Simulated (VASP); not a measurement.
# Al4Ga13N15 (a cell with a defect) in VASP: a series of runs

The runs below take Al4Ga13N15 (a cell with a defect) through single point, with PBEsol.

Program: VASP 6.6.1. These are calculated values, not measurements. Logs are shortened: lines on timing, memory, paths and dates and some standing lists are left out, and cuts for length are marked.

### Step 1. The cell of the first run

The cell holds a defect, 32 atoms: a = 7.738 Å, b = 7.738 Å, c = 7.738 Å, α = 109.47°, β = 109.47°, γ = 109.47°.

### Step 2. Single point, PBEsol

INCAR reads:

```
SYSTEM = Al4Ga13N15
PREC = Accurate
ENCUT = 520
EDIFF = 1E-6
ISMEAR = 0
SIGMA = 0.01
LREAL = Auto
LASPH = .True.
NELM = 60
ALGO = Normal
ISIF = 2
LWAVE = .False.
LCHARG = .False.
GGA = PS
NBANDS = 150
```

KPOINTS reads:

```
Automatic mesh
0
Gamma
  2 2 2
  0.5 0.5 0.5
```

POSCAR reads:

```
Al4Ga13N15
1.0
   -4.4676279096      4.4676279096      4.4676279096
    4.4676279096     -4.4676279096      4.4676279096
    4.4676279096      4.4676279096     -4.4676279096
Al Ga N
4 13 15
Direct
   -0.0051179337     -0.0051179337     -0.0060330331
    0.5000000000      0.5000000000      0.0422225513
    0.5000000000      0.0051179337      0.4990849006
    0.0051179337      0.5000000000      0.4990849006
    0.2076084465      0.2076084465      0.4654182222
    0.7522390038      0.7522390038      0.5086805137
    0.7544573595      0.2594634730      0.0023026119
    0.2594634730      0.7544573595      0.0023026119
    0.2477609962      0.5000000000      0.2564415099
    0.7405365270     -0.0050061134      0.2428391390
    0.7923915535      0.5000000000      0.7578097756
    0.2455426405      0.0050061134      0.7478452524
    0.5000000000      0.2477609962      0.2564415099
   -0.0050061134      0.7405365270      0.2428391390
    0.0050061134      0.2455426405      0.7478452524
    0.5000000000      0.7923915535      0.7578097756
    0.5000000000      0.5000000000      0.7352749938
   -0.0005158915     -0.0005158915      0.7551822319
    0.0005158915      0.5000000000      0.2556981234
    0.5000000000      0.0005158915      0.2556981234
    0.5000000000      0.7601030168      0.4942584087
   -0.0186555793      0.2454499236      0.4910538869
    0.0186555793      0.7641055028      0.0097094661
    0.5000000000      0.2513106235      0.0037052254
    0.7601030168      0.5000000000      0.4942584087
    0.2454499236     -0.0186555793      0.4910538869
    0.2513106235      0.5000000000      0.0037052254
    0.7641055028      0.0186555793      0.0097094661
    0.2398969832      0.2398969832      0.2341553919
    0.7486893765      0.7486893765      0.2523946018
    0.7545500764      0.2358944972      0.7456039633
    0.2358944972      0.7545500764      0.7456039633
```

Potentials or basis: VASP PAW PBE potentials, release 64 (Al, Ga_d, N).

Command:

```
cat potpaw_PBE.64/Al/POTCAR potpaw_PBE.64/Ga_d/POTCAR potpaw_PBE.64/N/POTCAR > POTCAR
mpirun -np 1 vasp_std > vasp.out
```

OUTCAR:

```text
SYSTEM = Al4Ga13N15
   PREC = Accurate
   ENCUT = 520
   EDIFF = 1E-6
   ISMEAR = 0
   LREAL = Auto
   LASPH = .True.
   NELM = 60
   ISIF = 2
   GGA = PS

 ion  position               nearest neighbor table
   1  0.995  0.995  0.994-  18 1.87  29 1.88  28 1.89  23 1.89   5 2.99   6 3.07  12 3.14  15 3.14

   2  0.500  0.500  0.042-  30 1.85  27 1.85  24 1.85  17 2.38   9 2.95  13 2.95   6 2.95
   3  0.500  0.005  0.499-  20 1.87  21 1.88  26 1.89  31 1.89  16 2.99  13 3.07  10 3.14   8 3.14

   4  0.005  0.500  0.499-  19 1.87  25 1.88  22 1.89  32 1.89  11 2.99   9 3.07  14 3.14   7 3.14

   5  0.208  0.208  0.465-  22 1.93  26 1.93  29 1.97  17 2.21   1 2.99
   6  0.752  0.752  0.509-  18 1.91  21 1.94  25 1.94  30 1.97   2 2.95   1 3.07
   7  0.754  0.259  0.002-  28 1.91  19 1.91  31 1.93  24 1.95   4 3.14
   8  0.259  0.754  0.002-  23 1.91  20 1.91  32 1.93  27 1.95   3 3.14
   9  0.248  0.500  0.256-  19 1.91  21 1.94  29 1.94  27 1.97   2 2.95   4 3.07
  10  0.741  0.995  0.243-  22 1.91  20 1.91  28 1.93  30 1.95   3 3.14
  11  0.792  0.500  0.758-  31 1.93  23 1.93  25 1.97  17 2.21   4 2.99
  12  0.246  0.005  0.748-  32 1.91  18 1.91  26 1.93  24 1.95   1 3.14
  13  0.500  0.248  0.256-  20 1.91  25 1.94  29 1.94  24 1.97   2 2.95   3 3.07
  14  0.995  0.741  0.243-  26 1.91  19 1.91  23 1.93  30 1.95   4 3.14
  15  0.005  0.246  0.748-  31 1.91  18 1.91  22 1.93  27 1.95   1 3.14
  16  0.500  0.792  0.758-  32 1.93  28 1.93  21 1.97  17 2.21   3 2.99
  17  0.500  0.500  0.735-   5 2.21  11 2.21  16 2.21   2 2.38
  18  0.999  0.999  0.755-   1 1.87  12 1.91  15 1.91   6 1.91
  19  0.001  0.500  0.256-   4 1.87  14 1.91   7 1.91   9 1.91
  20  0.500  0.001  0.256-   3 1.87  10 1.91   8 1.91  13 1.91
  21  0.500  0.760  0.494-   3 1.88   6 1.94   9 1.94  16 1.97
  22  0.981  0.245  0.491-   4 1.89  10 1.91   5 1.93  15 1.93
[... 8 lines left out ...]
  31  0.755  0.236  0.746-   3 1.89  15 1.91  11 1.93   7 1.93
  32  0.236  0.755  0.746-   4 1.89  12 1.91  16 1.93   8 1.93

  LATTYP: Found a body centered cubic cell.
 ALAT       =     8.9352558192

  Lattice vectors:

 A1 = (  -4.4676279096,   4.4676279096,   4.4676279096)
 A2 = (   4.4676279096,  -4.4676279096,   4.4676279096)
 A3 = (   4.4676279096,   4.4676279096,  -4.4676279096)

Analysis of symmetry for initial positions (statically):
=====================================================================
 Subroutine PRICEL returns:
 Original cell was already a primitive cell.

 Routine SETGRP: Setting up the symmetry group for a
 body centered cubic supercell.

 Subroutine GETGRP returns: Found  6 space group operations
 (whereof  2 operations were pure point group operations)
 out of a pool of 48 trial point group operations.

The static configuration has the point symmetry C_1h.
 The point group associated with its full space group is C_3v.

Analysis of symmetry for dynamics (positions and initial velocities):
=====================================================================
 Subroutine PRICEL returns:
 Original cell was already a primitive cell.

 Routine SETGRP: Setting up the symmetry group for a
 body centered cubic supercell.

 Subroutine GETGRP returns: Found  6 space group operations
 (whereof  2 operations were pure point group operations)
 out of a pool of 48 trial point group operations.

The dynamic configuration has the point symmetry C_1h.
 The point group associated with its full space group is C_3v.

 Subroutine INISYM returns: Found  6 space group operations
 (whereof  2 operations are pure point group operations),
 and found     1 'primitive' translations

----------------------------------------------------------------------------------------

                                     Primitive cell

  volume of cell :     356.6900

  direct lattice vectors                    reciprocal lattice vectors
    -4.467627910  4.467627910  4.467627910     0.000000000  0.111916214  0.111916214
     4.467627910 -4.467627910  4.467627910     0.111916214  0.000000000  0.111916214
     4.467627910  4.467627910 -4.467627910     0.111916214  0.111916214  0.000000000

  length of vectors
     7.738158529  7.738158529  7.738158529     0.158273427  0.158273427  0.158273427

  position of ions in fractional coordinates (direct lattice)
     0.994882066  0.994882066  0.993966967
     0.500000000  0.500000000  0.042222551
     0.500000000  0.005117934  0.499084901
     0.005117934  0.500000000  0.499084901
     0.207608446  0.207608446  0.465418222
     0.752239004  0.752239004  0.508680514
[... 24 lines left out ...]
     0.754550076  0.235894497  0.745603963
     0.235894497  0.754550076  0.745603963

  ion indices of the primitive-cell ions
   primitive index   ion index
                 1           1
                 2           2
                 3           3
                 4           4
                 5           5
                 6           6
[... 24 lines left out ...]
                31          31
                32          32

----------------------------------------------------------------------------------------

 KPOINTS: Automatic mesh

Automatic generation of k-mesh.
 Grid dimensions read from file:
 generate k-points for:    2    2    2

 Generating k-lattice:

  Cartesian coordinates                     Fractional coordinates (reciprocal lattice)
     0.000000000  0.055958107  0.055958107     0.500000000  0.000000000  0.000000000
     0.055958107  0.000000000  0.055958107     0.000000000  0.500000000  0.000000000
     0.055958107  0.055958107  0.000000000     0.000000000  0.000000000  0.500000000

  Length of vectors
     0.079136714  0.079136714  0.079136714

  Shift w.r.t. Gamma in fractional coordinates (k-lattice)
     0.500000000  0.500000000  0.500000000

 Subroutine IBZKPT returns following result:
 ===========================================

 Found      2 irreducible k-points:

 Following reciprocal coordinates:
            Coordinates               Weight
  0.250000  0.250000  0.250000      2.000000
 -0.250000  0.250000  0.250000      6.000000
   k-points           NKPTS =      2   k-points in BZ     NKDIM =      2   number of bands    NBANDS=    150
   number of dos      NEDOS =    301   number of ions     NIONS =     32
   total plane-waves  NPLWV = 216000
   dimension x,y,z NGX =    60 NGY =   60 NGZ =   60
   dimension x,y,z NGXF=   120 NGYF=  120 NGZF=  120
   ions per type =               4  13  15
   NGX,Y,Z   is equivalent  to a cutoff of  12.89, 12.89, 12.89 a.u.
   NGXF,Y,Z  is equivalent  to a cutoff of  25.78, 25.78, 25.78 a.u.
 SYSTEM =  Al4Ga13N15
   PREC   = accura    normal or accurate (medium, high low for compatibility)
   ISTART =      0    job   : 0-new  1-cont  2-samecut
   ICHARG =      2    charge: 1-file 2-atom 10-const
   ISPIN  =      1    spin polarized calculation?
   LNONCOLLINEAR =      F non collinear calculations
   LSORBIT =      F    spin-orbit coupling
   LASPH  =      T    aspherical Exc in radial PAW
   ENCUT  =  520.0 eV  38.22 Ry    6.18 a.u.  14.39 14.39 14.39*2*pi/ulx,y,z
   NELM   =     60;   NELMIN=  2; NELMDL= -5     # of ELM steps
   EDIFF  = 0.1E-05   stopping-criterion for ELM
   LREAL  =      T    real-space projection
   EDIFFG = 0.1E-04   stopping-criterion for IOM
   NSW    =      0    number of steps for IOM
   IBRION =     -1    ionic relax: 0-MD 1-quasi-New 2-CG
   NFREE  =      0    steps in history (QN), initial steepest desc. (CG)
   ISIF   =      2    stress and relaxation
   ISYM   =      2    0-nonsym 1-usesym 2-fastsym
   POTIM  = 0.5000    time-step for ionic-motion
   TEBEG  =    0.0;   TEEND  =   0.0 temperature during run
   PSTRESS=    0.0 pullay stress
   NELECT =     256.0000    total number of electrons
   NUPDOWN=      -1.0000    fix difference up-down
   EMIN   =  10.00;   EMAX   =-10.00  energy-range for DOS
   EFERMI =   0.00;   METHOD = LEGACY
   ISMEAR =     0;   SIGMA  =   0.01  broadening in eV -4-tet -1-fermi 0-gaus
   EFERMI_NEDOS =   21; number of points for ismear=-14 and -15
   IALGO  =     38    algorithm
   IMIX   =      4    mixing-type and parameters
     AMIX     =   0.40;   BMIX     =  1.00
     AMIX_MAG =   1.60;   BMIX_MAG =  1.00
  volume/ion in A,a.u.               =      11.15        75.22
  Fermi-wavevector in a.u.,A,eV,Ry     =   1.465743  2.769853 29.230791  2.148403
  Thomas-Fermi vector in A             =   2.581563
   LORBIT       =      0    0 simple, 1 ext, 2 COOP (PROOUT), +10 PAW based schemes
   GGA     = PS    functional components
   LHFCALC =     F    Hartree Fock is set to
   AEXX    =    0.0000 exact exchange contribution
   IVDW    =     0    specifies the selected vdW correction
   LEPSILON=     F    determine dielectric tensor
   LRPA    =     F    only Hartree local field effects (RPA)
 non-spin polarized calculation
 Gauss-broadening in eV      SIGMA  =   0.01
  energy-cutoff  :      520.00
  volume of cell :      356.69
 maximum number of plane-waves:      9604
 NGX is ok and might be reduce to    60
   NGX = 29   NGY = 29   NGZ = 29

 number of electron     255.9999976 magnetization

 Free energy of the ion-electron system (eV)
  ---------------------------------------------------
  ext. energy  EPLUGINS =         0.00000000
  ---------------------------------------------------
  free energy    TOTEN  =      -206.74190022 eV

  energy without entropy =     -206.73852924  energy(sigma->0) =     -206.74021473

 E-fermi :   7.3389     XC(G=0): -11.8780

 val. band max:        7.3313139880   @ k =   0.2500   0.2500   0.2500
 cond. band min:       7.3481923054   @ k =  -0.2500   0.2500   0.2500
 fundamental gap:      0.0168783174
 Fermi energy:         7.3389009318

 k-point     1 :       0.2500    0.2500    0.2500
  band No.  band energies     occupation
      1      -9.7581      2.00000
      2      -9.7412      2.00000
      3      -9.7412      2.00000
      4      -9.5049      2.00000
      5      -9.1841      2.00000
      6      -9.1381      2.00000
[... 132 lines left out ...]
    139      11.1979      0.00000
    140      11.2859      0.00000

 k-point     2 :      -0.2500    0.2500    0.2500
  band No.  band energies     occupation
      1     -10.0713      2.00000
      2      -9.5064      2.00000
      3      -9.4528      2.00000
      4      -9.3655      2.00000
      5      -9.3619      2.00000
      6      -9.2406      2.00000
[... 132 lines left out ...]
    139      11.5446      0.00000
    140      11.7395      0.00000
 [bands above 140 left out]

------------------------ aborting loop because EDIFF is reached ----------------------------------------

  FORCE on cell =-STRESS in cart. coord.  units (eV):
  Direction    XX          YY          ZZ          XY          YZ          ZX
  --------------------------------------------------------------------------------------
  -------------------------------------------------------------------------------------
  Total       21.8200359     21.8200359     21.8200359     -4.0732299      4.0732299      4.0732299
  in kB       98.0110554     98.0110554     98.0110554    -18.2961002     18.2961002     18.2961002
  external PRESSURE =      98.0110554 kB  Pullay stress =       0.0000000 kB

 VOLUME and BASIS-vectors are now :
 -----------------------------------------------------------------------------
  energy-cutoff  :      520.00
  volume of cell :      356.69
      direct lattice vectors                 reciprocal lattice vectors
    -4.467627910  4.467627910  4.467627910     0.000000000  0.111916214  0.111916214
     4.467627910 -4.467627910  4.467627910     0.111916214  0.000000000  0.111916214
     4.467627910  4.467627910 -4.467627910     0.111916214  0.111916214  0.000000000

 POSITION                                       TOTAL-FORCE (eV/Angst)
 -----------------------------------------------------------------------------------
      4.44067      4.44067      4.44885        -0.005036     -0.005036     -0.013444
      0.18863      0.18863      4.27899        -0.005446     -0.005446      0.005446
      0.01878      4.44067      0.02695         0.013444     -0.005036      0.005036
      4.44067      0.01878      0.02695        -0.005036      0.013444      0.005036
      2.07932      2.07932     -0.22428         0.015559      0.015559     -0.011999
      2.27260      2.27260      4.44885         0.009299      0.009299      0.004872
[... 24 lines left out ...]
      1.01392      5.64824      1.09386        -0.000326      0.012198      0.011370
      5.64824      1.01392      1.09386         0.012198     -0.000326      0.011370
 -----------------------------------------------------------------------------------
    total drift:                               -0.004462     -0.004462      0.004365

  FREE ENERGIE OF THE ION-ELECTRON SYSTEM (eV)
  ---------------------------------------------------
  free  energy   TOTEN  =      -206.7419002229 eV

  energy  without entropy=     -206.7385292357  energy(sigma->0) =     -206.74021473
```

Wall time 14 min (1 thread of Intel Xeon 8259CL, shared host); peak memory 0.53 GiB.

What came out:

| Quantity | Value |
| --- | --- |
| Free energy | -206.7419 eV |
| Pressure | 9.8 GPa |
| Largest force | 0.025 eV/Å |
| Band gap on the k mesh | 0.02 eV |

Forces in eV/Å, atoms in the order of the input:
```
Al  -0.005 -0.005 -0.013
Al  -0.005 -0.005  0.005
Al   0.013 -0.005  0.005
Al  -0.005  0.013  0.005
Ga   0.016  0.016 -0.012
Ga   0.009  0.009  0.005
Ga  -0.007  0.013  0.004
Ga   0.013 -0.007  0.004
Ga   0.009 -0.005 -0.009
Ga   0.013 -0.004  0.007
Ga   0.016  0.012 -0.016
Ga  -0.007 -0.004 -0.013
Ga  -0.005  0.009 -0.009
Ga  -0.004  0.013  0.007
Ga  -0.004 -0.007 -0.013
Ga   0.012  0.016 -0.016
Ga   0.006  0.006 -0.006
N   -0.010 -0.010  0.015
N   -0.010 -0.015  0.010
N   -0.015 -0.010  0.010
N   -0.021  0.004 -0.004
N   -0.011  0.000 -0.012
N   -0.011  0.012  0.000
N   -0.011 -0.004  0.004
N    0.004 -0.021 -0.004
N    0.000 -0.011 -0.012
N   -0.004 -0.011  0.004
N    0.012 -0.011  0.000
N    0.004  0.004  0.021
N   -0.004 -0.004  0.011
N    0.000  0.012  0.011
N    0.012  0.000  0.011
```

Stress tensor (GPa, compression positive):
```
 9.80 -1.83  1.83
-1.83  9.80  1.83
 1.83  1.83  9.80
```

Caveat: semilocal functionals underestimate gaps, and a narrow one can read as zero; the PAW data sets were made with another functional, which shifts forces and pressure a little.

(Continued in part 2 of 2.)
